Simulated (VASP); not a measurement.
# HgTe (CsCl type) (Pm-3m) in VASP: a series of runs, part 3 of 4

VASP 6.6.1. Earlier steps stand in the parts before.

### 4 Single point, PBE (volume scaled by 0.64)

INCAR

```
SYSTEM = HgTe
  PREC = Accurate
  ENCUT = 520
  EDIFF = 1E-6
  ISMEAR = -1
  SIGMA = 0.05
  LREAL = .False.
  LASPH = .True.
  NELM = 60
  ALGO = Normal
  ISIF = 2
  LWAVE = .False.
  LCHARG = .False.
  GGA = PE
  NBANDS = 16
```

KPOINTS

```
regular mesh
0
Gamma
  11 11 11
  0 0 0
```

POSCAR

```
HgTe
1.0
    3.2791745032      0.0000000000      0.0000000000
    0.0000000000      3.2791745032      0.0000000000
    0.0000000000      0.0000000000      3.2791745032
Hg Te
1 1
Direct
    0.0000000000      0.0000000000      0.0000000000
    0.5000000000      0.5000000000      0.5000000000
```

Potentials or basis: VASP PAW PBE potentials, release 64 (Hg, Te).

On the command line:

```
cat potpaw_PBE.64/Hg/POTCAR potpaw_PBE.64/Te/POTCAR > POTCAR
mpirun -np 1 vasp_std > vasp.out
```

OUTCAR:

```text
SYSTEM = HgTe
   PREC = Accurate
   ENCUT = 520
   EDIFF = 1E-6
   ISMEAR = -1
   LREAL = .False.
   LASPH = .True.
   NELM = 60
   ISIF = 2
   GGA = PE

 ion  position               nearest neighbor table
   1  0.000  0.000  0.000-   2 2.84   2 2.84   2 2.84   2 2.84   2 2.84   2 2.84   2 2.84   2 2.84

   2  0.500  0.500  0.500-   1 2.84   1 2.84   1 2.84   1 2.84   1 2.84   1 2.84   1 2.84   1 2.84

  LATTYP: Found a simple cubic cell.
 ALAT       =     3.2791745032

  Lattice vectors:

 A1 = (   3.2791745032,   0.0000000000,   0.0000000000)
 A2 = (   0.0000000000,   3.2791745032,   0.0000000000)
 A3 = (   0.0000000000,   0.0000000000,   3.2791745032)

Analysis of symmetry for initial positions (statically):
=====================================================================
 Subroutine PRICEL returns:
 Original cell was already a primitive cell.

 Routine SETGRP: Setting up the symmetry group for a
 simple cubic supercell.

 Subroutine GETGRP returns: Found 48 space group operations
 (whereof 48 operations were pure point group operations)
 out of a pool of 48 trial point group operations.

The static configuration has the point symmetry O_h .

Analysis of symmetry for dynamics (positions and initial velocities):
=====================================================================
 Subroutine PRICEL returns:
 Original cell was already a primitive cell.

 Routine SETGRP: Setting up the symmetry group for a
 simple cubic supercell.

 Subroutine GETGRP returns: Found 48 space group operations
 (whereof 48 operations were pure point group operations)
 out of a pool of 48 trial point group operations.

The dynamic configuration has the point symmetry O_h .

 Subroutine INISYM returns: Found 48 space group operations
 (whereof 48 operations are pure point group operations),
 and found     1 'primitive' translations

----------------------------------------------------------------------------------------

                                     Primitive cell

  volume of cell :      35.2609

  direct lattice vectors                    reciprocal lattice vectors
     3.279174503  0.000000000  0.000000000     0.304954799  0.000000000  0.000000000
     0.000000000  3.279174503  0.000000000     0.000000000  0.304954799  0.000000000
     0.000000000  0.000000000  3.279174503     0.000000000  0.000000000  0.304954799

  length of vectors
     3.279174503  3.279174503  3.279174503     0.304954799  0.304954799  0.304954799

  position of ions in fractional coordinates (direct lattice)
     0.000000000  0.000000000  0.000000000
     0.500000000  0.500000000  0.500000000

  ion indices of the primitive-cell ions
   primitive index   ion index
                 1           1
                 2           2

----------------------------------------------------------------------------------------

 KPOINTS: regular mesh

Automatic generation of k-mesh.
 Grid dimensions read from file:
 generate k-points for:   11   11   11

 Generating k-lattice:

  Cartesian coordinates                     Fractional coordinates (reciprocal lattice)
     0.027723164  0.000000000  0.000000000     0.090909091  0.000000000  0.000000000
     0.000000000  0.027723164  0.000000000     0.000000000  0.090909091  0.000000000
     0.000000000  0.000000000  0.027723164     0.000000000  0.000000000  0.090909091

  Length of vectors
     0.027723164  0.027723164  0.027723164

  Shift w.r.t. Gamma in fractional coordinates (k-lattice)
     0.000000000  0.000000000  0.000000000

 Subroutine IBZKPT returns following result:
 ===========================================

 Found     56 irreducible k-points:

 Following reciprocal coordinates:
            Coordinates               Weight
  0.000000  0.000000  0.000000      1.000000
  0.090909  0.000000  0.000000      6.000000
  0.181818  0.000000  0.000000      6.000000
  0.272727  0.000000  0.000000      6.000000
  0.363636  0.000000  0.000000      6.000000
  0.454545  0.000000  0.000000      6.000000
[... 16 lines left out ...]
  0.181818  0.090909  0.090909     24.000000
  0.272727  0.090909  0.090909     24.000000
 [... further k-points ...]
   k-points           NKPTS =     56   k-points in BZ     NKDIM =     56   number of bands    NBANDS=     16
   number of dos      NEDOS =    301   number of ions     NIONS =      2
   total plane-waves  NPLWV =  13824
   dimension x,y,z NGX =    24 NGY =   24 NGZ =   24
   dimension x,y,z NGXF=    48 NGYF=   48 NGZF=   48
   ions per type =               1   1
   NGX,Y,Z   is equivalent  to a cutoff of  12.17, 12.17, 12.17 a.u.
   NGXF,Y,Z  is equivalent  to a cutoff of  24.33, 24.33, 24.33 a.u.
 SYSTEM =  HgTe
   PREC   = accura    normal or accurate (medium, high low for compatibility)
   ISTART =      0    job   : 0-new  1-cont  2-samecut
   ICHARG =      2    charge: 1-file 2-atom 10-const
   ISPIN  =      1    spin polarized calculation?
   LNONCOLLINEAR =      F non collinear calculations
   LSORBIT =      F    spin-orbit coupling
   LASPH  =      T    aspherical Exc in radial PAW
   ENCUT  =  520.0 eV  38.22 Ry    6.18 a.u.   6.10  6.10  6.10*2*pi/ulx,y,z
   NELM   =     60;   NELMIN=  2; NELMDL= -5     # of ELM steps
   EDIFF  = 0.1E-05   stopping-criterion for ELM
   LREAL  =      F    real-space projection
   EDIFFG = 0.1E-04   stopping-criterion for IOM
   NSW    =      0    number of steps for IOM
   IBRION =     -1    ionic relax: 0-MD 1-quasi-New 2-CG
   NFREE  =      0    steps in history (QN), initial steepest desc. (CG)
   ISIF   =      2    stress and relaxation
   ISYM   =      2    0-nonsym 1-usesym 2-fastsym
   POTIM  = 0.5000    time-step for ionic-motion
   TEBEG  =    0.0;   TEEND  =   0.0 temperature during run
   PSTRESS=    0.0 pullay stress
   NELECT =      18.0000    total number of electrons
   NUPDOWN=      -1.0000    fix difference up-down
   EMIN   =  10.00;   EMAX   =-10.00  energy-range for DOS
   EFERMI =   0.00;   METHOD = LEGACY
   ISMEAR =    -1;   SIGMA  =   0.05  broadening in eV -4-tet -1-fermi 0-gaus
   EFERMI_NEDOS =   21; number of points for ismear=-14 and -15
   IALGO  =     38    algorithm
   IMIX   =      4    mixing-type and parameters
     AMIX     =   0.40;   BMIX     =  1.00
     AMIX_MAG =   1.60;   BMIX_MAG =  1.00
  volume/ion in A,a.u.               =      17.63       118.98
  Fermi-wavevector in a.u.,A,eV,Ry     =   1.308382  2.472483 23.291307  1.711863
  Thomas-Fermi vector in A             =   2.439052
   LORBIT       =      0    0 simple, 1 ext, 2 COOP (PROOUT), +10 PAW based schemes
   GGA     = PE    functional components
   LHFCALC =     F    Hartree Fock is set to
   AEXX    =    0.0000 exact exchange contribution
   IVDW    =     0    specifies the selected vdW correction
   LEPSILON=     F    determine dielectric tensor
   LRPA    =     F    only Hartree local field effects (RPA)
 non-spin polarized calculation
  energy-cutoff  :      520.00
  volume of cell :       35.26
 maximum number of plane-waves:       962
   NGX = 13   NGY = 13   NGZ = 13

 number of electron      17.9999995 magnetization

 Free energy of the ion-electron system (eV)
  ---------------------------------------------------
  ext. energy  EPLUGINS =         0.00000000
  ---------------------------------------------------
  free energy    TOTEN  =        -0.22123341 eV

  energy without entropy =       -0.21613284  energy(sigma->0) =       -0.21868313

 E-fermi :  11.0526     XC(G=0): -12.4463

 val. band max:       11.0468227045   @ k =   0.3636   0.0909   0.0909
 cond. band min:      11.1725905692   @ k =   0.2727   0.1818   0.0000
 fundamental gap:      0.1257678646
 Fermi energy:        11.0526272114

 k-point     1 :       0.0000    0.0000    0.0000
  band No.  band energies     occupation
      1      -5.4070      2.00000
      2       1.8039      2.00000
      3       1.8039      2.00000
      4       3.1596      2.00000
      5       3.1596      2.00000
      6       3.1596      2.00000
[... 8 lines left out ...]
     15      24.2222      0.00000
     16      24.5731      0.00000

 k-point     2 :       0.0909    0.0000    0.0000
  band No.  band energies     occupation
      1      -5.2875      2.00000
      2       1.8177      2.00000
      3       1.8283      2.00000
      4       3.0715      2.00000
      5       3.0715      2.00000
      6       3.1615      2.00000
[... 8 lines left out ...]
     15      23.6338      0.00000
     16      23.9023      0.00000
[... 387 lines left out ...]
      5       2.8006      2.00000
      6       3.0414      2.00000
[... 8 lines left out ...]
     15      21.8568      0.00000
     16      24.3613      0.00000

 k-point    24 :       0.2727    0.0909    0.0909
  band No.  band energies     occupation
      1      -4.1671      2.00000
      2       1.6216      2.00000
      3       1.9632      2.00000
      4       2.5371      2.00000
      5       2.5965      2.00000
      6       3.0635      2.00000
[... 8 lines left out ...]
     15      21.4750      0.00000
     16      23.6526      0.00000

 [... further k-points ...]
[... 5 lines left out ...]
  --------------------------------------------------------------------------------------
  -------------------------------------------------------------------------------------
  Total       14.7014542     14.7014542     14.7014542     -0.0000000      0.0000000     -0.0000000
  in kB      668.0012752    668.0012752    668.0012752     -0.0000000      0.0000000     -0.0000000
  external PRESSURE =     668.0012752 kB  Pullay stress =       0.0000000 kB

 VOLUME and BASIS-vectors are now :
 -----------------------------------------------------------------------------
  energy-cutoff  :      520.00
  volume of cell :       35.26
      direct lattice vectors                 reciprocal lattice vectors
     3.279174503  0.000000000  0.000000000     0.304954799  0.000000000  0.000000000
     0.000000000  3.279174503  0.000000000     0.000000000  0.304954799  0.000000000
     0.000000000  0.000000000  3.279174503     0.000000000  0.000000000  0.304954799

 POSITION                                       TOTAL-FORCE (eV/Angst)
 -----------------------------------------------------------------------------------
      0.00000      0.00000      0.00000         0.000000      0.000000      0.000000
      1.63959      1.63959      1.63959         0.000000      0.000000      0.000000
 -----------------------------------------------------------------------------------
    total drift:                               -0.000000      0.000000      0.000000

  FREE ENERGIE OF THE ION-ELECTRON SYSTEM (eV)
  ---------------------------------------------------
  free  energy   TOTEN  =        -0.2212334082 eV

  energy  without entropy=       -0.2161328438  energy(sigma->0) =       -0.21868313
```

OSZICAR:

```text
N       E                     dE             d eps       ncg     rms          rms(c)
DAV:   1     0.114768313703E+03    0.11477E+03   -0.88811E+03  1824   0.106E+03
DAV:   2     0.252463798902E+01   -0.11224E+03   -0.10545E+03  2120   0.256E+02
DAV:   3    -0.401882104258E+00   -0.29265E+01   -0.29115E+01  2280   0.419E+01
DAV:   4    -0.415495224999E+00   -0.13613E-01   -0.13612E-01  2328   0.307E+00
DAV:   5    -0.415638867728E+00   -0.14364E-03   -0.14364E-03  2312   0.315E-01    0.210E+01
DAV:   6    -0.241432822107E+00    0.17421E+00   -0.27738E-01  2064   0.817E+00    0.138E+01
DAV:   7    -0.224121888283E+00    0.17311E-01   -0.90352E-02  2120   0.273E+00    0.130E+00
DAV:   8    -0.221294469337E+00    0.28274E-02   -0.18406E-02  2072   0.186E+00    0.709E-01
DAV:   9    -0.221232717681E+00    0.61752E-04   -0.14866E-03  2304   0.303E-01    0.172E-01
DAV:  10    -0.221233174364E+00   -0.45668E-06   -0.23604E-05  2264   0.445E-02    0.378E-02
DAV:  11    -0.221233408171E+00   -0.23381E-06   -0.25969E-06  2256   0.107E-02
   1 F= -.22123341E+00 E0= -.21868313E+00  d E =-.510056E-02
```

stdout:

```text
POSCAR found type information on POSCAR HgTe
 POSCAR found :  2 types and       2 ions
 scaLAPACK will be used
 LDA part: xc-table for (Slater+PW92), standard interpolation
 POSCAR, INCAR and KPOINTS ok, starting setup
 FFT: planning ... GRIDC
 FFT: planning ... GRID_SOFT
 FFT: planning ... GRID
 WAVECAR not read
 entering main loop
```

Wall time 14 s (1 thread of Intel Xeon 8259CL, shared host); peak memory 0.16 GiB.

Results:

- Free energy: -0.2212 eV
- Pressure: 66.8 GPa
- Band gap on the k mesh: zero (band 9 reaches 12.60 eV, above the bottom of band 10 at 9.56 eV)

Caveat: spin-orbit coupling is left out, which moves the levels of the heavy elements.

### 5 Single point, PBE (volume scaled by 0.72)

INCAR

```
SYSTEM = HgTe
ALGO = Normal ; EDIFF = 1E-7
ENCUT = 520 ; GGA = PE
ISIF = 2 ; ISMEAR = -1
LASPH = .True. ; LCHARG = .False.
LREAL = .False. ; LWAVE = .False.
NBANDS = 16 ; NELM = 100
PREC = Accurate ; SIGMA = 0.05
```

KPOINTS

```
k-points
0
Gamma
  11 11 11
  0 0 0
```

POSCAR

```
HgTe
1.0
    3.4104789185      0.0000000000      0.0000000000
    0.0000000000      3.4104789185      0.0000000000
    0.0000000000      0.0000000000      3.4104789185
Hg Te
1 1
Direct
    0.0000000000      0.0000000000      0.0000000000
    0.5000000000      0.5000000000      0.5000000000
```

Potentials or basis: VASP PAW PBE potentials, release 64 (Hg, Te).

On the command line:

```
cat potpaw_PBE.64/Hg/POTCAR potpaw_PBE.64/Te/POTCAR > POTCAR
mpirun -np 1 vasp_std > vasp.out
```

OUTCAR:

```text
SYSTEM = HgTe
   EDIFF = 1E-7
   ENCUT = 520
   GGA = PE
   ISIF = 2
   ISMEAR = -1
   LASPH = .True.
   LREAL = .False.
   NELM = 100
   PREC = Accurate

 ion  position               nearest neighbor table
   1  0.000  0.000  0.000-   2 2.95   2 2.95   2 2.95   2 2.95   2 2.95   2 2.95   2 2.95   2 2.95

   2  0.500  0.500  0.500-   1 2.95   1 2.95   1 2.95   1 2.95   1 2.95   1 2.95   1 2.95   1 2.95

  LATTYP: Found a simple cubic cell.
 ALAT       =     3.4104789185

  Lattice vectors:

[... 626 lines left out ...]
      3       0.9008      2.00000
      4       1.3361      2.00000
      5       1.3919      2.00000
      6       1.7383      2.00000
[... 8 lines left out ...]
     15      19.2225      0.00000
     16      21.5383      0.00000

 [... further k-points ...]
[... 5 lines left out ...]
  --------------------------------------------------------------------------------------
  -------------------------------------------------------------------------------------
  Total        8.9619860      8.9619860      8.9619860     -0.0000000      0.0000000      0.0000000
  in kB      361.9667956    361.9667956    361.9667956     -0.0000000      0.0000000      0.0000000
  external PRESSURE =     361.9667956 kB  Pullay stress =       0.0000000 kB

 VOLUME and BASIS-vectors are now :
 -----------------------------------------------------------------------------
  energy-cutoff  :      520.00
  volume of cell :       39.67
      direct lattice vectors                 reciprocal lattice vectors
     3.410478918  0.000000000  0.000000000     0.293213951  0.000000000  0.000000000
     0.000000000  3.410478918  0.000000000     0.000000000  0.293213951  0.000000000
     0.000000000  0.000000000  3.410478918     0.000000000  0.000000000  0.293213951

 POSITION                                       TOTAL-FORCE (eV/Angst)
 -----------------------------------------------------------------------------------
      0.00000      0.00000      0.00000         0.000000      0.000000      0.000000
      1.70524      1.70524      1.70524         0.000000      0.000000      0.000000
 -----------------------------------------------------------------------------------
    total drift:                               -0.000000      0.000000     -0.000000

  FREE ENERGIE OF THE ION-ELECTRON SYSTEM (eV)
  ---------------------------------------------------
  free  energy   TOTEN  =        -1.5968147596 eV

  energy  without entropy=       -1.5902141042  energy(sigma->0) =       -1.59351443
```

OSZICAR:

```text
N       E                     dE             d eps       ncg     rms          rms(c)
DAV:   1     0.108628290803E+03    0.10863E+03   -0.87722E+03  1832   0.105E+03
DAV:   2     0.125103508813E+01   -0.10738E+03   -0.10041E+03  2144   0.247E+02
DAV:   3    -0.173036840365E+01   -0.29814E+01   -0.29742E+01  2216   0.417E+01
DAV:   4    -0.174552833444E+01   -0.15160E-01   -0.15159E-01  2272   0.312E+00
DAV:   5    -0.174570917335E+01   -0.18084E-03   -0.18084E-03  2368   0.334E-01    0.154E+01
DAV:   6    -0.160816011673E+01    0.13755E+00   -0.24029E-01  2024   0.738E+00    0.104E+01
DAV:   7    -0.159871803310E+01    0.94421E-02   -0.66662E-02  2168   0.228E+00    0.121E+00
DAV:   8    -0.159683694242E+01    0.18811E-02   -0.13400E-02  2128   0.154E+00    0.436E-01
DAV:   9    -0.159680672982E+01    0.30213E-04   -0.89107E-04  2320   0.258E-01    0.119E-01
DAV:  10    -0.159681350636E+01   -0.67765E-05   -0.18319E-05  2368   0.379E-02    0.203E-02
DAV:  11    -0.159681466011E+01   -0.11537E-05   -0.11430E-06  2264   0.977E-03    0.826E-03
DAV:  12    -0.159681475955E+01   -0.99449E-07   -0.25573E-07  2280   0.553E-03
   1 F= -.15968148E+01 E0= -.15935144E+01  d E =-.660066E-02
```

Run time: 34 s. Hardware: 1 thread of Intel Xeon 8259CL, shared host; peak memory 0.18 GiB.

Results:

```yaml
Free_energy: -1.5968 eV
Pressure: 36.2 GPa
Band_gap_on_the_k_mesh: zero (band 9 reaches 10.31 eV, above the bottom of band 10 at 7.62 eV)
```

Levels at points of the mesh, in eV from the Fermi level:
```
           k point  band 7  band 8  band 9  band 10  band 11  band 12
(0.00, 0.00, 0.00)   -1.67   -1.67   -1.67    -1.14     5.42     5.42
```

Caveat: spin-orbit coupling is left out, which moves the levels of the heavy elements.

[end of part 3 of 4]
